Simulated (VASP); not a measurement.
# Al7Cu in VASP: notebook

Al7Cu is run at these levels: r2SCAN, PBE; tasks: single point, relaxation of cell and atoms.

Program: VASP 6.6.1. These are calculated values, not measurements. Logs are shortened: lines on timing, memory, paths and dates and some standing lists are left out, and cuts for length are marked.

**1. The cell of the first run**

Symmetry: Fm-3m, No. 225, cubic system. The conventional cell has a = 7.960 Å, b = 7.960 Å, c = 7.960 Å, α = 90.00°, β = 90.00°, γ = 90.00°. Within 3.7 Å of Al (site symmetry mmm) lie 10 Al at 2.81 Å and 2 Cu at 2.81 Å. Al (site symmetry m-3m) has 12 Al at 2.81 Å within 3.7 Å. Within 3.7 Å of Cu (site symmetry m-3m) lie 12 Al at 2.81 Å.

**2. Single point, r2SCAN**

The input, POSCAR:

```
Al7Cu
1.0
    0.0000000000      3.9797636000      3.9797636000
    3.9797636000      0.0000000000      3.9797636000
    3.9797636000      3.9797636000      0.0000000000
Al Cu
7 1
Direct
    0.5000000000      0.0000000000      0.0000000000
    0.0000000000      0.5000000000      0.5000000000
    0.0000000000      0.5000000000      0.0000000000
    0.5000000000      0.0000000000      0.5000000000
    0.0000000000      0.0000000000      0.5000000000
    0.5000000000      0.5000000000      0.0000000000
    0.0000000000      0.0000000000      0.0000000000
    0.5000000000      0.5000000000      0.5000000000
```

The input, INCAR.step1:

```
ALGO = Normal
EDIFF = 1E-4
ENCUT = 520
GGA = PE
ISMEAR = 0
LASPH = True
LCHARG = False
LREAL = False
LWAVE = True
NBANDS = 26
NELM = 80
PREC = Accurate
SIGMA = 0.1
```

The input, INCAR.step2:

```
ALGO = Normal
EDIFF = 1E-7
ENCUT = 520
ISIF = 2
ISMEAR = 0
ISTART = 1
LASPH = True
LCHARG = False
LMIXTAU = True
LREAL = False
LWAVE = False
METAGGA = R2SCAN
NBANDS = 26
NELM = 80
PREC = Accurate
SIGMA = 0.1
```

The input, KPOINTS:

```
k-points
0
Gamma
  8 8 8
```

Potentials or basis: VASP PAW PBE potentials, release 64 (Al, Cu).

Launch:

```console
$ cat potpaw_PBE.64/Al/POTCAR potpaw_PBE.64/Cu/POTCAR > POTCAR
$ cp INCAR.step1 INCAR
$ mpirun -np 1 vasp_std > vasp.out
$ cp INCAR.step2 INCAR
$ mpirun -np 1 vasp_std > vasp.out
```

OUTCAR:

```text
EDIFF = 1E-7
   ENCUT = 520
   ISIF = 2
   ISMEAR = 0
   ISTART = 1
   LASPH = True
   LREAL = False
   METAGGA = R2SCAN
   NELM = 80
   PREC = Accurate

 ion  position               nearest neighbor table
   1  0.500  0.000  0.000-   4 2.81   6 2.81   7 2.81   4 2.81   5 2.81   8 2.81   3 2.81   6 2.81
                             8 2.81   3 2.81   5 2.81   7 2.81
   2  0.000  0.500  0.500-   3 2.81   5 2.81   8 2.81   3 2.81   6 2.81   7 2.81   4 2.81   5 2.81
                             7 2.81   4 2.81   6 2.81   8 2.81
   3  0.000  0.500  0.000-   2 2.81   6 2.81   7 2.81   2 2.81   5 2.81   8 2.81   1 2.81   5 2.81
                             7 2.81   1 2.81   6 2.81   8 2.81
   4  0.500  0.000  0.500-   1 2.81   5 2.81   8 2.81   1 2.81   6 2.81   7 2.81   2 2.81   6 2.81
                             8 2.81   2 2.81   5 2.81   7 2.81
   5  0.000  0.000  0.500-   2 2.81   4 2.81   7 2.81   1 2.81   3 2.81   7 2.81   2 2.81   3 2.81
                             8 2.81   1 2.81   4 2.81   8 2.81
   6  0.500  0.500  0.000-   1 2.81   3 2.81   8 2.81   2 2.81   4 2.81   8 2.81   1 2.81   4 2.81
                             7 2.81   2 2.81   3 2.81   7 2.81
   7  0.000  0.000  0.000-   1 2.81   3 2.81   5 2.81   2 2.81   4 2.81   5 2.81   2 2.81   3 2.81
                             6 2.81   1 2.81   4 2.81   6 2.81
   8  0.500  0.500  0.500-   2 2.81   4 2.81   6 2.81   1 2.81   3 2.81   6 2.81   1 2.81   4 2.81
                             5 2.81   2 2.81   3 2.81   5 2.81

  LATTYP: Found a face centered cubic cell.
 ALAT       =     7.9595272000

  Lattice vectors:

 A1 = (   0.0000000000,   3.9797636000,   3.9797636000)
 A2 = (   3.9797636000,   0.0000000000,   3.9797636000)
 A3 = (   3.9797636000,   3.9797636000,   0.0000000000)

Analysis of symmetry for initial positions (statically):
=====================================================================
 Subroutine PRICEL returns:
 Original cell was already a primitive cell.

 Routine SETGRP: Setting up the symmetry group for a
 face centered cubic supercell.

 Subroutine GETGRP returns: Found 48 space group operations
 (whereof 48 operations were pure point group operations)
 out of a pool of 48 trial point group operations.

The static configuration has the point symmetry O_h .

Analysis of symmetry for dynamics (positions and initial velocities):
=====================================================================
 Subroutine PRICEL returns:
 Original cell was already a primitive cell.

 Routine SETGRP: Setting up the symmetry group for a
 face centered cubic supercell.

 Subroutine GETGRP returns: Found 48 space group operations
 (whereof 48 operations were pure point group operations)
 out of a pool of 48 trial point group operations.

The dynamic configuration has the point symmetry O_h .

 Subroutine INISYM returns: Found 48 space group operations
 (whereof 48 operations are pure point group operations),
 and found     1 'primitive' translations

----------------------------------------------------------------------------------------

                                     Primitive cell

  volume of cell :     126.0671

  direct lattice vectors                    reciprocal lattice vectors
     0.000000000  3.979763600  3.979763600    -0.125635603  0.125635603  0.125635603
     3.979763600  0.000000000  3.979763600     0.125635603 -0.125635603  0.125635603
     3.979763600  3.979763600  0.000000000     0.125635603  0.125635603 -0.125635603

  length of vectors
     5.628235658  5.628235658  5.628235658     0.217607248  0.217607248  0.217607248

  position of ions in fractional coordinates (direct lattice)
     0.500000000  0.000000000  0.000000000
     0.000000000  0.500000000  0.500000000
     0.000000000  0.500000000  0.000000000
     0.500000000  0.000000000  0.500000000
     0.000000000  0.000000000  0.500000000
     0.500000000  0.500000000  0.000000000
     0.000000000  0.000000000  0.000000000
     0.500000000  0.500000000  0.500000000

  ion indices of the primitive-cell ions
   primitive index   ion index
                 1           1
                 2           2
                 3           3
                 4           4
                 5           5
                 6           6
                 7           7
                 8           8

----------------------------------------------------------------------------------------

 KPOINTS: k-points

Automatic generation of k-mesh.
 Grid dimensions read from file:
 generate k-points for:    8    8    8

 Generating k-lattice:

  Cartesian coordinates                     Fractional coordinates (reciprocal lattice)
    -0.015704450  0.015704450  0.015704450     0.125000000  0.000000000  0.000000000
     0.015704450 -0.015704450  0.015704450     0.000000000  0.125000000  0.000000000
     0.015704450  0.015704450 -0.015704450     0.000000000  0.000000000  0.125000000

  Length of vectors
     0.027200906  0.027200906  0.027200906

  Shift w.r.t. Gamma in fractional coordinates (k-lattice)
     0.000000000  0.000000000  0.000000000

 Subroutine IBZKPT returns following result:
 ===========================================

 Found     29 irreducible k-points:

 Following reciprocal coordinates:
            Coordinates               Weight
  0.000000  0.000000  0.000000      1.000000
  0.125000  0.000000  0.000000      8.000000
  0.250000  0.000000  0.000000      8.000000
  0.375000  0.000000  0.000000      8.000000
  0.500000  0.000000  0.000000      4.000000
  0.125000  0.125000  0.000000      6.000000
[... 16 lines left out ...]
  0.500000  0.250000  0.125000     48.000000
 -0.375000  0.250000  0.125000     24.000000
 [... further k-points ...]
   k-points           NKPTS =     29   k-points in BZ     NKDIM =     29   number of bands    NBANDS=     26
   number of dos      NEDOS =    301   number of ions     NIONS =      8
   total plane-waves  NPLWV =  74088
   dimension x,y,z NGX =    42 NGY =   42 NGZ =   42
   dimension x,y,z NGXF=    84 NGYF=   84 NGZF=   84
   ions per type =               7   1
   NGX,Y,Z   is equivalent  to a cutoff of  12.41, 12.41, 12.41 a.u.
   NGXF,Y,Z  is equivalent  to a cutoff of  24.81, 24.81, 24.81 a.u.
 SYSTEM =  unknown system
   PREC   = accura    normal or accurate (medium, high low for compatibility)
   ISTART =      1    job   : 0-new  1-cont  2-samecut
   ICHARG =      0    charge: 1-file 2-atom 10-const
   ISPIN  =      1    spin polarized calculation?
   LNONCOLLINEAR =      F non collinear calculations
   LSORBIT =      F    spin-orbit coupling
   LASPH  =      T    aspherical Exc in radial PAW
   ENCUT  =  520.0 eV  38.22 Ry    6.18 a.u.  10.46 10.46 10.46*2*pi/ulx,y,z
   NELM   =     80;   NELMIN=  2; NELMDL=  0     # of ELM steps
   EDIFF  = 0.1E-06   stopping-criterion for ELM
   LREAL  =      F    real-space projection
   EDIFFG = 0.1E-05   stopping-criterion for IOM
   NSW    =      0    number of steps for IOM
   IBRION =     -1    ionic relax: 0-MD 1-quasi-New 2-CG
   NFREE  =      0    steps in history (QN), initial steepest desc. (CG)
   ISIF   =      2    stress and relaxation
   ISYM   =      2    0-nonsym 1-usesym 2-fastsym
   POTIM  = 0.5000    time-step for ionic-motion
   TEBEG  =    0.0;   TEEND  =   0.0 temperature during run
   PSTRESS=    0.0 pullay stress
   NELECT =      32.0000    total number of electrons
   NUPDOWN=      -1.0000    fix difference up-down
   EMIN   =  10.00;   EMAX   =-10.00  energy-range for DOS
   EFERMI =   0.00;   METHOD = LEGACY
   ISMEAR =     0;   SIGMA  =   0.10  broadening in eV -4-tet -1-fermi 0-gaus
   EFERMI_NEDOS =   21; number of points for ismear=-14 and -15
   IALGO  =     38    algorithm
   IMIX   =      4    mixing-type and parameters
     AMIX     =   0.40;   BMIX     =  1.00
     AMIX_MAG =   1.60;   BMIX_MAG =  1.00
  volume/ion in A,a.u.               =      15.76       106.34
  Fermi-wavevector in a.u.,A,eV,Ry     =   1.036551  1.958798 14.618630  1.074439
  Thomas-Fermi vector in A             =   2.170948
   LORBIT       =      0    0 simple, 1 ext, 2 COOP (PROOUT), +10 PAW based schemes
   METAGGA = R2SCAN    functional components
   LHFCALC =     F    Hartree Fock is set to
   AEXX    =    0.0000 exact exchange contribution
   IVDW    =     0    specifies the selected vdW correction
   LEPSILON=     F    determine dielectric tensor
   LRPA    =     F    only Hartree local field effects (RPA)
 non-spin polarized calculation
 Gauss-broadening in eV      SIGMA  =   0.10
  energy-cutoff  :      520.00
  volume of cell :      126.07
 maximum number of plane-waves:      3479
 NGX is ok and might be reduce to    42
   NGX = 21   NGY = 21   NGZ = 21

 number of electron      32.0000013 magnetization

 Free energy of the ion-electron system (eV)
  ---------------------------------------------------
  ext. energy  EPLUGINS =         0.00000000
  ---------------------------------------------------
  free energy    TOTEN  =       -58.06216780 eV

  energy without entropy =      -58.05011484  energy(sigma->0) =      -58.05614132

 E-fermi :   8.0710     XC(G=0): -11.2183

 val. band max:        8.0694029480   @ k =   0.3750   0.2500   0.1250
 cond. band min:       8.1216796794   @ k =   0.1250   0.0000   0.0000
 fundamental gap:      0.0522767314
 Fermi energy:         8.0710235852

 k-point     1 :       0.0000    0.0000    0.0000
  band No.  band energies     occupation
      1      -3.7161      2.00000
      2       2.9469      2.00000
      3       3.0447      2.00000
      4       3.0448      2.00000
      5       3.0448      2.00000
      6       3.3676      2.00000
[... 18 lines left out ...]
     25      14.5253      0.00000
     26      14.5253      0.00000

 k-point     2 :       0.1250    0.0000    0.0000
  band No.  band energies     occupation
      1      -3.6002      2.00000
      2       1.7316      2.00000
      3       2.7974      2.00000
      4       2.7974      2.00000
      5       2.9204      2.00000
      6       3.6248      2.00000
[... 18 lines left out ...]
     25      15.0185      0.00000
[... 608 lines left out ...]
     25      13.4219      0.00000
     26      13.9872      0.00000

 k-point    24 :      -0.3750    0.2500    0.1250
  band No.  band energies     occupation
      1      -1.7266      2.00000
      2      -1.4174      2.00000
      3       0.6353      2.00000
      4       1.0777      2.00000
      5       2.9235      2.00000
      6       3.2390      2.00000
[... 18 lines left out ...]
     25      13.3380      0.00000
     26      13.5428      0.00000

 [... further k-points ...]

------------------------ aborting loop because EDIFF is reached ----------------------------------------

  FORCE on cell =-STRESS in cart. coord.  units (eV):
  Direction    XX          YY          ZZ          XY          YZ          ZX
  --------------------------------------------------------------------------------------
  -------------------------------------------------------------------------------------
  Total       -2.4887067     -2.4887067     -2.4887067     -0.0000000      0.0000000      0.0000000
  in kB      -31.6287828    -31.6287828    -31.6287828     -0.0000000      0.0000000      0.0000000
  external PRESSURE =     -31.6287828 kB  Pullay stress =       0.0000000 kB

 VOLUME and BASIS-vectors are now :
 -----------------------------------------------------------------------------
  energy-cutoff  :      520.00
  volume of cell :      126.07
      direct lattice vectors                 reciprocal lattice vectors
     0.000000000  3.979763600  3.979763600    -0.125635603  0.125635603  0.125635603
     3.979763600  0.000000000  3.979763600     0.125635603 -0.125635603  0.125635603
     3.979763600  3.979763600  0.000000000     0.125635603  0.125635603 -0.125635603

 POSITION                                       TOTAL-FORCE (eV/Angst)
 -----------------------------------------------------------------------------------
      0.00000      1.98988      1.98988         0.000000     -0.000000      0.000000
      3.97976      1.98988      1.98988         0.000000     -0.000000      0.000000
      1.98988      0.00000      1.98988         0.000000      0.000000     -0.000000
      1.98988      3.97976      1.98988         0.000000      0.000000     -0.000000
      1.98988      1.98988      0.00000        -0.000000     -0.000000      0.000000
      1.98988      1.98988      3.97976        -0.000000      0.000000      0.000000
      0.00000      0.00000      0.00000         0.000000      0.000000      0.000000
      3.97976      3.97976      3.97976         0.000000      0.000000      0.000000
 -----------------------------------------------------------------------------------
    total drift:                               -0.000000     -0.000000      0.000000

  FREE ENERGIE OF THE ION-ELECTRON SYSTEM (eV)
  ---------------------------------------------------
  free  energy   TOTEN  =       -58.0621677992 eV

  energy  without entropy=      -58.0501148421  energy(sigma->0) =      -58.05614132
```

Wall time 3.8 min (1 thread of Intel Xeon 6975P-C (Granite Rapids), shared host); peak memory 0.33 GiB.

What came out:

```
Free energy            : -58.0622 eV
Pressure               : -3.2 GPa
Band gap on the k mesh : zero (band 16 reaches 9.00 eV, above the bottom of band 17 at 5.41 eV)
```

Caveat: the PAW data sets were made with another functional, which shifts forces and pressure a little.

**3. Single point, PBE**

The input, INCAR:

```
SYSTEM = Al7Cu
PREC = Accurate ; ENCUT = 520
EDIFF = 1E-6 ; ISMEAR = 0
SIGMA = 0.2 ; LREAL = .False.
LASPH = .True. ; NELM = 80
ALGO = Fast ; ISIF = 2
LWAVE = .False. ; LCHARG = .True.
GGA = PE ; LELF = .True.
LVHAR = .True. ; NBANDS = 26
```

The input, KPOINTS:

```
Automatic mesh
0
Gamma
  6 6 6
  0 0 0
```

The input, POSCAR:

```
Al7Cu
1.0
    0.0000063668      3.9778503932      3.9778321520
    3.9780264989     -0.0001280328      3.9779660096
    3.9784332779      3.9783925052     -0.0005318546
Al Cu
7 1
Direct
    0.5000109658      1.0000187811     -0.0000319101
    0.9999931262      0.4999660979      0.5000084769
    0.9999684310      0.4999991717      0.0000128646
    0.5000318493      0.0000130627      0.4999683490
    1.0000374978     -0.0000305220      0.4999823111
    0.4999770045      0.5000229830      0.0000057927
    0.0000087183     -0.0000114516     -0.0000104119
    0.4999724072      0.5000218772      0.5000645276
```

Potentials or basis: VASP PAW PBE potentials, release 64 (Al, Cu).

Launch:

```console
$ cat potpaw_PBE.64/Al/POTCAR potpaw_PBE.64/Cu/POTCAR > POTCAR
$ mpirun -np 1 vasp_std > vasp.out
```

Wall time 4.5 min (1 thread of Intel Xeon 6975P-C (Granite Rapids), shared host); peak memory 0.47 GiB.

The run converged. Its results:

```
Free energy            : -30.0748 eV
Pressure               : 0.1 GPa
Band gap on the k mesh : zero (band 16 reaches 8.86 eV, above the bottom of band 17 at 5.58 eV)
```

Levels at points of the mesh, in eV from the Fermi level:
```csv
k point,band 12,band 13,band 14,band 15,band 16,band 17,band 18,band 19,band 20,band 21
"(0.00, 0.00, 0.00)",-2.58,-2.58,-2.58,-2.50,-2.50,-2.50,-0.74,-0.52,-0.52,6.03
"(0.50, 0.00, 0.00)",-2.99,-2.98,-0.42,-0.41,-0.25,-0.13,0.33,0.33,3.71,3.81
"(0.50, 0.50, 0.50)",-2.99,-2.98,-0.42,-0.41,-0.25,-0.13,0.33,0.33,3.71,3.81
"(0.00, 0.50, 0.00)",-2.99,-2.98,-0.42,-0.41,-0.25,-0.13,0.33,0.33,3.71,3.81
"(0.50, 0.50, 0.00)",-0.41,-0.41,-0.25,-0.25,0.35,1.19,1.33,1.53,2.21,2.22
"(0.50, 0.00, 0.50)",-0.41,-0.41,-0.25,-0.25,0.35,1.19,1.33,1.53,2.21,2.22
"(0.00, 0.00, 0.50)",-2.99,-2.98,-0.42,-0.41,-0.25,-0.13,0.33,0.33,3.70,3.80
"(0.00, 0.50, 0.50)",-0.41,-0.41,-0.25,-0.25,0.35,1.19,1.33,1.53,2.21,2.22
```

**4. Relaxation of cell and atoms, PBE**

The input, INCAR:

```
SYSTEM = Al7Cu
PREC = Accurate ; ENCUT = 600
EDIFF = 1E-6 ; ISMEAR = 0
SIGMA = 0.1 ; LREAL = .False.
LASPH = .True. ; NELM = 100
ALGO = Normal ; ISIF = 3
LWAVE = .False. ; LCHARG = .False.
GGA = PE ; IBRION = 2
NSW = 100 ; EDIFFG = -0.01
```

The input, KPOINTS:

```
regular mesh
0
Gamma
  8 8 8
  0 0 0
```

The input, POSCAR:

```
Al7Cu
1.0
    0.0000000000      3.9797636000      3.9797636000
    3.9797636000      0.0000000000      3.9797636000
    3.9797636000      3.9797636000      0.0000000000
Al Cu
7 1
Direct
    0.5000000000      0.0000000000      0.0000000000
    0.0000000000      0.5000000000      0.5000000000
    0.0000000000      0.5000000000      0.0000000000
    0.5000000000      0.0000000000      0.5000000000
    0.0000000000      0.0000000000      0.5000000000
    0.5000000000      0.5000000000      0.0000000000
    0.0000000000      0.0000000000      0.0000000000
    0.5000000000      0.5000000000      0.5000000000
```

Launch:

```console
$ cat potpaw_PBE.64/Al/POTCAR potpaw_PBE.64/Cu/POTCAR > POTCAR
$ mpirun -np 1 vasp_std > vasp.out
```

Run time: 73 s. Hardware: 1 thread of Intel Xeon 6975P-C (Granite Rapids), shared host; peak memory 0.36 GiB.

It converged, with:

| Quantity | Value |
| --- | --- |
| Free energy | -30.0888 eV |
| Pressure after relaxing | 0.1 GPa |
| Band gap on the k mesh | zero (band 16 reaches 8.99 eV, above the bottom of band 17 at 5.57 eV) |

Final structure:
```xyz
8
Lattice="0.0000 3.9798 3.9798 3.9798 0.0000 3.9798 3.9798 3.9798 0.0000" Properties=species:S:1:pos:R:3 pbc="T T T"
Al    0.0000    1.9899    1.9899
Al    3.9798    1.9899    1.9899
Al    1.9899    0.0000    1.9899
Al    1.9899    3.9798    1.9899
Al    1.9899    1.9899    0.0000
Al    1.9899    1.9899    3.9798
Al    0.0000    0.0000    0.0000
Cu    3.9798    3.9798    3.9798
```

Levels at points of the mesh, in eV from the Fermi level:
```csv
k point,band 12,band 13,band 14,band 15,band 16,band 17,band 18,band 19,band 20,band 21
"(0.00, 0.00, 0.00)",-2.57,-2.57,-2.57,-2.50,-2.50,-2.50,-0.74,-0.52,-0.52,6.02
"(0.50, 0.00, 0.00)",-2.97,-2.97,-0.42,-0.42,-0.25,-0.13,0.32,0.32,3.70,3.80
"(0.50, 0.50, 0.00)",-0.42,-0.42,-0.25,-0.25,0.34,1.19,1.33,1.52,2.21,2.22
```

Caveat: the relaxation stopped at its first step, so nothing moved.

**5. Overview**

```csv
task,level,cell,k mesh,cutoff (eV),smearing,gap on the mesh (eV),pressure (GPa)
single point,r2SCAN,"a = 5.628 Å, angles 60.0°, 8 atoms",8 × 8 × 8,520,gaussian 0.1 eV,none,-3.2
single point,PBE,"a = 5.626, c = 5.626 Å, angles 60.0°, 8 atoms",6 × 6 × 6,520,gaussian 0.2 eV,none,0.1
relaxation of cell and atoms,PBE,"relaxed from a = 5.628 Å, angles 60.0°, 8 atoms",8 × 8 × 8,600,gaussian 0.1 eV,none,0.1
```

Alike in all rows: potentials or basis VASP PAW PBE potentials, release 64 (Al, Cu); no spin polarisation.

Caveats: the PAW data sets were made with another functional, which shifts forces and pressure a little (some runs); the relaxation stopped at its first step, so nothing moved (some runs).

Absolute energies hang on the potentials; compare differences alone.
